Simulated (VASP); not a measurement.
A run of VASP 6.6.1:

The input POSCAR:

```
ZnGe3
1.0
    4.2961309428      0.0000000000      0.0000000000
    0.0000000000      4.2961309428      0.0000000000
    0.0000000000      0.0000000000      4.2961309428
Zn Ge
1 3
Direct
    0.0000000000      0.0000000000      0.0000000000
    0.0000000000      0.5000000000      0.5000000000
    0.5000000000      0.0000000000      0.5000000000
    0.5000000000      0.5000000000      0.0000000000
```

Contents of INCAR.step1:

```
  ALGO = Normal
  EDIFF = 1E-4
  ENCUT = 520
  GGA = PE
  ISMEAR = 1
  LASPH = T
  LCHARG = F
  LREAL = F
  LWAVE = T
  NBANDS = 35
  NELM = 100
  PREC = Accurate
  SIGMA = 0.1
```

The input INCAR.step2:

```
  ALGO = Normal
  EDIFF = 1E-7
  ENCUT = 520
  ISIF = 2
  ISMEAR = 1
  ISTART = 1
  LASPH = T
  LCHARG = F
  LMIXTAU = T
  LREAL = F
  LWAVE = F
  METAGGA = R2SCAN
  NBANDS = 35
  NELM = 100
  PREC = Accurate
  SIGMA = 0.1
```

Contents of KPOINTS:

```
k-points
0
Gamma
  6 6 6
```

Potentials or basis: VASP PAW PBE potentials, release 64 (Zn, Ge_d).

The run is started by

```sh
$ cat potpaw_PBE.64/Zn/POTCAR potpaw_PBE.64/Ge_d/POTCAR > POTCAR
$ cp INCAR.step1 INCAR
$ mpirun -np 1 vasp_std > vasp.out
$ cp INCAR.step2 INCAR
$ mpirun -np 1 vasp_std > vasp.out
```

Hardware: 1 thread of AMD EPYC 7R13, with other jobs on the host.

Q: How long does it take, and how much memory?

A: Wall time 6 min on 1 thread of AMD EPYC 7R13, with other jobs on the host, peak memory 0.18 GiB. Counts: k points 20.
